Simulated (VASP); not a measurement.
# SrTa3 (Pm-3m) in VASP: a series of runs

The runs below take SrTa3 through single point, relaxation of cell and atoms, with PBE.

All numbers are computed with VASP 6.6.1; they aren't measurements. Logs are shortened: lines on timing, memory, paths and dates and some standing lists are left out, and cuts for length are marked.

## (1) The cell of the first run

Symmetry: Pm-3m, No. 221, cubic system. Conventional cell: a = 4.429 Å, b = 4.429 Å, c = 4.429 Å, α = 90.00°, β = 90.00°, γ = 90.00°. Sr (site symmetry m-3m) has 12 Ta at 3.13 Å within 4.1 Å. Within 4.1 Å of Ta (site symmetry 4/mmm) lie 4 Sr at 3.13 Å and 8 Ta at 3.13 Å.

## (2) Single point, PBE

Input file INCAR:

```
PREC = Accurate
ENCUT = 520
EDIFF = 1E-6
ISMEAR = 0
SIGMA = 0.1
LREAL = F
LASPH = T
NELM = 80
ALGO = Fast
ISIF = 2
LWAVE = F
LCHARG = F
GGA = PE
NBANDS = 30
```

Input file KPOINTS:

```
Automatic mesh
0
Gamma
  10 10 10
```

Input file POSCAR:

```
SrTa3
1.0
    4.4285315833      0.0000000000      0.0000000000
    0.0000000000      4.4285315833      0.0000000000
    0.0000000000      0.0000000000      4.4285315833
Sr Ta
1 3
Direct
    0.0000000000      0.0000000000      0.0000000000
    0.0000000000      0.5000000000      0.5000000000
    0.5000000000      0.0000000000      0.5000000000
    0.5000000000      0.5000000000      0.0000000000
```

Potentials or basis: VASP PAW PBE potentials, release 64 (Sr_sv, Ta_pv).

Command:

```console
cat potpaw_PBE.64/Sr_sv/POTCAR potpaw_PBE.64/Ta_pv/POTCAR > POTCAR
mpirun -np 1 vasp_std > vasp.out
```

OUTCAR:

```text
PREC = Accurate
   ENCUT = 520
   EDIFF = 1E-6
   ISMEAR = 0
   LREAL = F
   LASPH = T
   NELM = 80
   ISIF = 2
   GGA = PE

 ion  position               nearest neighbor table
   1  0.000  0.000  0.000-   2 3.13   3 3.13   4 3.13   2 3.13   3 3.13   2 3.13   4 3.13   2 3.13
                             3 3.13   4 3.13   3 3.13   4 3.13
   2  0.000  0.500  0.500-   1 3.13   3 3.13   4 3.13   1 3.13   4 3.13   1 3.13   3 3.13   1 3.13
                             3 3.13   4 3.13   4 3.13   3 3.13
   3  0.500  0.000  0.500-   1 3.13   2 3.13   4 3.13   1 3.13   4 3.13   2 3.13   4 3.13   4 3.13
                             1 3.13   2 3.13   1 3.13   2 3.13
   4  0.500  0.500  0.000-   1 3.13   2 3.13   3 3.13   2 3.13   3 3.13   1 3.13   3 3.13   3 3.13
                             1 3.13   2 3.13   2 3.13   1 3.13

  LATTYP: Found a simple cubic cell.
 ALAT       =     4.4285315833

  Lattice vectors:

 A1 = (   4.4285315833,   0.0000000000,   0.0000000000)
 A2 = (   0.0000000000,   4.4285315833,   0.0000000000)
 A3 = (   0.0000000000,   0.0000000000,   4.4285315833)

Analysis of symmetry for initial positions (statically):
=====================================================================
 Subroutine PRICEL returns:
 Original cell was already a primitive cell.

 Routine SETGRP: Setting up the symmetry group for a
 simple cubic supercell.

 Subroutine GETGRP returns: Found 48 space group operations
 (whereof 48 operations were pure point group operations)
 out of a pool of 48 trial point group operations.

The static configuration has the point symmetry O_h .

Analysis of symmetry for dynamics (positions and initial velocities):
=====================================================================
 Subroutine PRICEL returns:
 Original cell was already a primitive cell.

 Routine SETGRP: Setting up the symmetry group for a
 simple cubic supercell.

 Subroutine GETGRP returns: Found 48 space group operations
 (whereof 48 operations were pure point group operations)
 out of a pool of 48 trial point group operations.

The dynamic configuration has the point symmetry O_h .

 Subroutine INISYM returns: Found 48 space group operations
 (whereof 48 operations are pure point group operations),
 and found     1 'primitive' translations

----------------------------------------------------------------------------------------

                                     Primitive cell

  volume of cell :      86.8519

  direct lattice vectors                    reciprocal lattice vectors
     4.428531583  0.000000000  0.000000000     0.225808483  0.000000000  0.000000000
     0.000000000  4.428531583  0.000000000     0.000000000  0.225808483  0.000000000
     0.000000000  0.000000000  4.428531583     0.000000000  0.000000000  0.225808483

  length of vectors
     4.428531583  4.428531583  4.428531583     0.225808483  0.225808483  0.225808483

  position of ions in fractional coordinates (direct lattice)
     0.000000000  0.000000000  0.000000000
     0.000000000  0.500000000  0.500000000
     0.500000000  0.000000000  0.500000000
     0.500000000  0.500000000  0.000000000

  ion indices of the primitive-cell ions
   primitive index   ion index
                 1           1
                 2           2
                 3           3
                 4           4

----------------------------------------------------------------------------------------

 KPOINTS: Automatic mesh

Automatic generation of k-mesh.
 Grid dimensions read from file:
 generate k-points for:   10   10   10

 Generating k-lattice:

  Cartesian coordinates                     Fractional coordinates (reciprocal lattice)
     0.022580848  0.000000000  0.000000000     0.100000000  0.000000000  0.000000000
     0.000000000  0.022580848  0.000000000     0.000000000  0.100000000  0.000000000
     0.000000000  0.000000000  0.022580848     0.000000000  0.000000000  0.100000000

  Length of vectors
     0.022580848  0.022580848  0.022580848

  Shift w.r.t. Gamma in fractional coordinates (k-lattice)
     0.000000000  0.000000000  0.000000000

 Subroutine IBZKPT returns following result:
 ===========================================

 Found     56 irreducible k-points:

 Following reciprocal coordinates:
            Coordinates               Weight
  0.000000  0.000000  0.000000      1.000000
  0.100000  0.000000  0.000000      6.000000
  0.200000  0.000000  0.000000      6.000000
  0.300000  0.000000  0.000000      6.000000
  0.400000  0.000000  0.000000      6.000000
  0.500000  0.000000  0.000000      3.000000
[... 16 lines left out ...]
  0.200000  0.100000  0.100000     24.000000
  0.300000  0.100000  0.100000     24.000000
 [... further k-points ...]
   k-points           NKPTS =     56   k-points in BZ     NKDIM =     56   number of bands    NBANDS=     30
   number of dos      NEDOS =    301   number of ions     NIONS =      4
   total plane-waves  NPLWV =  46656
   dimension x,y,z NGX =    36 NGY =   36 NGZ =   36
   dimension x,y,z NGXF=    72 NGYF=   72 NGZF=   72
   ions per type =               1   3
   NGX,Y,Z   is equivalent  to a cutoff of  13.51, 13.51, 13.51 a.u.
   NGXF,Y,Z  is equivalent  to a cutoff of  27.03, 27.03, 27.03 a.u.
 SYSTEM =  unknown system
   PREC   = accura    normal or accurate (medium, high low for compatibility)
   ISTART =      0    job   : 0-new  1-cont  2-samecut
   ICHARG =      2    charge: 1-file 2-atom 10-const
   ISPIN  =      1    spin polarized calculation?
   LNONCOLLINEAR =      F non collinear calculations
   LSORBIT =      F    spin-orbit coupling
   LASPH  =      T    aspherical Exc in radial PAW
   ENCUT  =  520.0 eV  38.22 Ry    6.18 a.u.   8.23  8.23  8.23*2*pi/ulx,y,z
   NELM   =     80;   NELMIN=  2; NELMDL= -5     # of ELM steps
   EDIFF  = 0.1E-05   stopping-criterion for ELM
   LREAL  =      F    real-space projection
   EDIFFG = 0.1E-04   stopping-criterion for IOM
   NSW    =      0    number of steps for IOM
   IBRION =     -1    ionic relax: 0-MD 1-quasi-New 2-CG
   NFREE  =      0    steps in history (QN), initial steepest desc. (CG)
   ISIF   =      2    stress and relaxation
   ISYM   =      2    0-nonsym 1-usesym 2-fastsym
   POTIM  = 0.5000    time-step for ionic-motion
   TEBEG  =    0.0;   TEEND  =   0.0 temperature during run
   PSTRESS=    0.0 pullay stress
   NELECT =      43.0000    total number of electrons
   NUPDOWN=      -1.0000    fix difference up-down
   EMIN   =  10.00;   EMAX   =-10.00  energy-range for DOS
   EFERMI =   0.00;   METHOD = LEGACY
   ISMEAR =     0;   SIGMA  =   0.10  broadening in eV -4-tet -1-fermi 0-gaus
   EFERMI_NEDOS =   21; number of points for ismear=-14 and -15
   IALGO  =     68    algorithm
   IMIX   =      4    mixing-type and parameters
     AMIX     =   0.40;   BMIX     =  1.00
     AMIX_MAG =   1.60;   BMIX_MAG =  1.00
  volume/ion in A,a.u.               =      21.71       146.53
  Fermi-wavevector in a.u.,A,eV,Ry     =   1.295104  2.447391 22.820967  1.677294
  Thomas-Fermi vector in A             =   2.426645
   LORBIT       =      0    0 simple, 1 ext, 2 COOP (PROOUT), +10 PAW based schemes
   GGA     = PE    functional components
   LHFCALC =     F    Hartree Fock is set to
   AEXX    =    0.0000 exact exchange contribution
   IVDW    =     0    specifies the selected vdW correction
   LEPSILON=     F    determine dielectric tensor
   LRPA    =     F    only Hartree local field effects (RPA)
 non-spin polarized calculation
 RMM-DIIS sequential band-by-band and
 Gauss-broadening in eV      SIGMA  =   0.10
  energy-cutoff  :      520.00
  volume of cell :       86.85
 maximum number of plane-waves:      2360
 NGX is ok and might be reduce to    36
   NGX = 17   NGY = 17   NGZ = 17

 number of electron      43.0000008 magnetization

 Free energy of the ion-electron system (eV)
  ---------------------------------------------------
  ext. energy  EPLUGINS =         0.00000000
  ---------------------------------------------------
  free energy    TOTEN  =       -32.38989680 eV

  energy without entropy =      -32.35452945  energy(sigma->0) =      -32.37221313

 E-fermi :   4.7120     XC(G=0): -11.4596

 val. band max:        4.7097908675   @ k =   0.4000   0.3000   0.0000
 cond. band min:       4.7194432399   @ k =   0.5000   0.4000   0.0000
 fundamental gap:      0.0096523724
 Fermi energy:         4.7119904568

 k-point     1 :       0.0000    0.0000    0.0000
  band No.  band energies     occupation
      1     -29.9463      2.00000
      2     -29.9463      2.00000
      3     -29.9463      2.00000
      4     -29.7257      2.00000
      5     -29.7257      2.00000
      6     -29.7257      2.00000
[... 22 lines left out ...]
     29       9.2467      0.00000
     30       9.9336      0.00000

 k-point     2 :       0.1000    0.0000    0.0000
  band No.  band energies     occupation
      1     -29.9425      2.00000
      2     -29.9404      2.00000
      3     -29.9404      2.00000
      4     -29.7275      2.00000
      5     -29.7275      2.00000
      6     -29.7264      2.00000
[... 22 lines left out ...]
     29       9.0338      0.00000
     30      10.1072      0.00000

 k-point     3 :       0.2000    0.0000    0.0000
  band No.  band energies     occupation
      1     -29.9315      2.00000
      2     -29.9239      2.00000
      3     -29.9239      2.00000
      4     -29.7332      2.00000
      5     -29.7332      2.00000
      6     -29.7281      2.00000
[... 22 lines left out ...]
     29       8.4753      0.00000
     30      10.1033      0.00000

 k-point     4 :       0.3000    0.0000    0.0000
  band No.  band energies     occupation
      1     -29.9150      2.00000
      2     -29.9003      2.00000
      3     -29.9003      2.00000
      4     -29.7432      2.00000
      5     -29.7432      2.00000
      6     -29.7302      2.00000
[... 616 lines left out ...]
     29       8.5528      0.00000
     30       9.7122      0.00000

 k-point    23 :       0.2000    0.1000    0.1000
  band No.  band energies     occupation
      1     -29.9646      2.00000
      2     -29.9012      2.00000
      3     -29.8876      2.00000
      4     -29.7531      2.00000
      5     -29.7405      2.00000
      6     -29.7040      2.00000
[... 22 lines left out ...]
     29       8.0834      0.00000
     30       9.5140      0.00000

 k-point    24 :       0.3000    0.1000    0.1000
  band No.  band energies     occupation
      1     -29.9549      2.00000
      2     -29.8790      2.00000
      3     -29.8659      2.00000
      4     -29.7714      2.00000
      5     -29.7430      2.00000
      6     -29.6973      2.00000
[... 22 lines left out ...]
     29       7.8609      0.00000
     30       9.5610      0.00000

 [... further k-points ...]

------------------------ aborting loop because EDIFF is reached ----------------------------------------

  FORCE on cell =-STRESS in cart. coord.  units (eV):
  Direction    XX          YY          ZZ          XY          YZ          ZX
  --------------------------------------------------------------------------------------
  -------------------------------------------------------------------------------------
  Total        0.1174317      0.1174317      0.1174317     -0.0000000      0.0000000     -0.0000000
  in kB        2.1662911      2.1662911      2.1662911     -0.0000000      0.0000000     -0.0000000
  external PRESSURE =       2.1662911 kB  Pullay stress =       0.0000000 kB

 VOLUME and BASIS-vectors are now :
 -----------------------------------------------------------------------------
  energy-cutoff  :      520.00
  volume of cell :       86.85
      direct lattice vectors                 reciprocal lattice vectors
     4.428531583  0.000000000  0.000000000     0.225808483  0.000000000  0.000000000
     0.000000000  4.428531583  0.000000000     0.000000000  0.225808483  0.000000000
     0.000000000  0.000000000  4.428531583     0.000000000  0.000000000  0.225808483

 POSITION                                       TOTAL-FORCE (eV/Angst)
 -----------------------------------------------------------------------------------
      0.00000      0.00000      0.00000         0.000000      0.000000      0.000000
      0.00000      2.21427      2.21427         0.000000      0.000000      0.000000
      2.21427      0.00000      2.21427         0.000000      0.000000      0.000000
      2.21427      2.21427      0.00000         0.000000      0.000000      0.000000
 -----------------------------------------------------------------------------------
    total drift:                                0.000000      0.000000      0.000000

  FREE ENERGIE OF THE ION-ELECTRON SYSTEM (eV)
  ---------------------------------------------------
  free  energy   TOTEN  =       -32.3898968031 eV

  energy  without entropy=      -32.3545294521  energy(sigma->0) =      -32.37221313
```

Run time: 75 s. Hardware: 1 thread of Intel Xeon 6975P-C (Granite Rapids), shared host; peak memory 0.28 GiB.

Results:

```yaml
Free_energy: -32.3899 eV
Pressure: 0.2 GPa
Band_gap_on_the_k_mesh: zero (an odd number of electrons rules out a gap without spin polarisation)
```

Caveat: spin-orbit coupling is left out, which moves the levels of the heavy elements.

## (3) Relaxation of cell and atoms, PBE

This run uses another cell than the first one, of 21.77 Å³/atom.

Input file INCAR:

```
  PREC = Accurate
  ENCUT = 600
  EDIFF = 1E-6
  ISMEAR = 0
  SIGMA = 0.1
  LREAL = False
  LASPH = True
  NELM = 60
  ALGO = Fast
  ISIF = 3
  LWAVE = False
  LCHARG = False
  GGA = PE
  IBRION = 2
  NSW = 100
  EDIFFG = -0.01
```

KPOINTS is that of step 2.

Input file POSCAR:

```
SrTa3
1.0
    4.4326140149      0.0000000000      0.0000000000
    0.0000000000      4.4326140149      0.0000000000
    0.0000000000      0.0000000000      4.4326140149
Sr Ta
1 3
Direct
    0.0000000000      0.0000000000      0.0000000000
    0.0000000000      0.5000000000      0.5000000000
    0.5000000000      0.0000000000      0.5000000000
    0.5000000000      0.5000000000      0.0000000000
```

Potentials or basis: VASP PAW PBE potentials, release 64 (Sr_sv, Ta_pv).

Command:

```console
cat potpaw_PBE.64/Sr_sv/POTCAR potpaw_PBE.64/Ta_pv/POTCAR > POTCAR
mpirun -np 1 vasp_std > vasp.out
```

OUTCAR:

```text
PREC = Accurate
   ENCUT = 600
   EDIFF = 1E-6
   ISMEAR = 0
   LREAL = False
   LASPH = True
   NELM = 60
   ISIF = 3
   GGA = PE
   IBRION = 2
   NSW = 100
   EDIFFG = -0.01

 ion  position               nearest neighbor table
   1  0.000  0.000  0.000-   2 3.13   3 3.13   4 3.13   2 3.13   3 3.13   2 3.13   4 3.13   2 3.13
                             3 3.13   4 3.13   3 3.13   4 3.13
   2  0.000  0.500  0.500-   1 3.13   3 3.13   4 3.13   1 3.13   4 3.13   1 3.13   3 3.13   1 3.13
                             3 3.13   4 3.13   4 3.13   3 3.13
   3  0.500  0.000  0.500-   1 3.13   2 3.13   4 3.13   1 3.13   4 3.13   2 3.13   4 3.13   4 3.13
                             1 3.13   2 3.13   1 3.13   2 3.13
[... 880 lines left out ...]
  Total       -0.0260914     -0.0260914     -0.0260914      0.0000000      0.0000000     -0.0000000
  in kB       -0.4799850     -0.4799850     -0.4799850      0.0000000      0.0000000     -0.0000000
  external PRESSURE =      -0.4799850 kB  Pullay stress =       0.0000000 kB

 VOLUME and BASIS-vectors are now :
 -----------------------------------------------------------------------------
  energy-cutoff  :      600.00
  volume of cell :       87.09
      direct lattice vectors                 reciprocal lattice vectors
     4.432614015  0.000000000  0.000000000     0.225600514  0.000000000  0.000000000
     0.000000000  4.432614015  0.000000000     0.000000000  0.225600514  0.000000000
     0.000000000  0.000000000  4.432614015     0.000000000  0.000000000  0.225600514

 POSITION                                       TOTAL-FORCE (eV/Angst)
 -----------------------------------------------------------------------------------
      0.00000      0.00000      0.00000         0.000000      0.000000      0.000000
      0.00000      2.21631      2.21631         0.000000      0.000000      0.000000
      2.21631      0.00000      2.21631         0.000000      0.000000      0.000000
      2.21631      2.21631      0.00000         0.000000      0.000000      0.000000
 -----------------------------------------------------------------------------------
    total drift:                                0.000000      0.000000      0.000000

  FREE ENERGIE OF THE ION-ELECTRON SYSTEM (eV)
  ---------------------------------------------------
  free  energy   TOTEN  =       -32.3908793593 eV

  energy  without entropy=      -32.3554705878  energy(sigma->0) =      -32.37317497

 reached required accuracy - stopping structural energy minimisation
```

Run time: 84 s. Hardware: 1 thread of Intel Xeon 6975P-C (Granite Rapids), shared host; peak memory 0.29 GiB.

Results:

```
Free energy             : -32.3909 eV
Pressure after relaxing : 0.0 GPa
Band gap on the k mesh  : zero (an odd number of electrons rules out a gap without spin polarisation)
```

Final structure:
```xyz
4
Lattice="4.4326 0.0000 0.0000 0.0000 4.4326 0.0000 0.0000 0.0000 4.4326" Properties=species:S:1:pos:R:3 pbc="T T T"
Sr    0.0000    0.0000    0.0000
Ta    0.0000    2.2163    2.2163
Ta    2.2163    0.0000    2.2163
Ta    2.2163    2.2163    0.0000
```

Levels at points of the mesh, in eV from the Fermi level:
| k point | band 18 | band 19 | band 20 | band 21 | band 22 | band 23 | band 24 | band 25 |
| --- | --- | --- | --- | --- | --- | --- | --- | --- |
| (0.00, 0.00, 0.00) | -2.48 | -2.48 | -2.48 | 0.96 | 0.96 | 0.96 | 3.07 | 3.07 |
| (0.50, 0.00, 0.00) | -1.61 | -0.58 | -0.58 | -0.56 | -0.56 | -0.50 | 0.62 | 1.10 |
| (0.50, 0.50, 0.00) | -1.21 | -0.65 | -0.65 | -0.45 | -0.45 | -0.14 | -0.13 | 0.58 |
| (0.50, 0.50, 0.50) | 0.01 | 0.01 | 0.01 | 0.15 | 0.83 | 1.10 | 1.56 | 1.68 |

Caveat: the relaxation stopped at its first step, so nothing moved; spin-orbit coupling is left out, which moves the levels of the heavy elements.
